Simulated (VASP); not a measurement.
Set up this calculation in VASP 6.6.1, as the native input.

* Task: single point
* Functional: PBE
* Potentials or basis: VASP PAW PBE potentials, release 64 (Ba_sv, Ti_sv, O)
* Cutoff: 520 eV
* k mesh: 8 × 8 × 8
* Occupations: gaussian, width 0.05 eV
* Spin: no spin polarisation
* Hubbard terms: Ti d U = 4.0 eV
* Dipole correction: no
* Further INCAR settings: ALGO = Normal; EDIFF = 1e-07; NBANDS = 28

The structure of BaTiO3 lies in POSCAR:

```
BaTiO3
1.0
    4.0288515454      0.0000000000      0.0000000000
    0.0000000000      4.0288515454      0.0000000000
    0.0000000000      0.0000000000      4.0288515454
Ba Ti O
1 1 3
Direct
    0.5001142594      0.5000000000      0.5000000000
    0.0042288083      0.0000000000      0.0000000000
    0.4931245915      0.0000000000      0.0000000000
   -0.0033786990      0.5000000000      0.0000000000
   -0.0033786990      0.0000000000      0.5000000000
```

This cell differs from its parent crystal: atoms displaced along a vibrational mode.

These files were run (other wordings do the same):

INCAR

```
PREC = Accurate
ENCUT = 520
EDIFF = 1E-7
ISMEAR = 0
SIGMA = 0.05
LREAL = False
LASPH = True
NELM = 150
ALGO = Normal
ISIF = 2
LWAVE = False
LCHARG = False
LMAXMIX = 4
LDAU = True
LDAUTYPE = 2
LDAUL = -1 2 -1
LDAUU = 0 4 0
LDAUJ = 0 0 0
LDAUPRINT = 1
GGA = PE
NBANDS = 28
```

KPOINTS

```
regular mesh
0
Gamma
  8 8 8
```

Potentials or basis: VASP PAW PBE potentials, release 64 (Ba_sv, Ti_sv, O).

The run is started by

```bash
$ cat potpaw_PBE.64/Ba_sv/POTCAR potpaw_PBE.64/Ti_sv/POTCAR potpaw_PBE.64/O/POTCAR > POTCAR
$ mpirun -np 1 vasp_std > vasp.out
```

Results of the run:

| Quantity | Value |
| --- | --- |
| Pressure | 3.6 GPa |
| Largest force | 0.110 eV/Å |
| Band gap on the k mesh | 2.17 eV (least direct gap 2.40 eV) |

Caveat: the cell differs from its parent crystal (atoms displaced along a vibrational mode); the cell stands under pressure; spin-orbit coupling is left out, which moves the levels of the heavy elements.

It took 2 min on 1 thread of AMD EPYC 7R13 Processor (Zen 3) (shared host), peak memory 0.24 GiB.
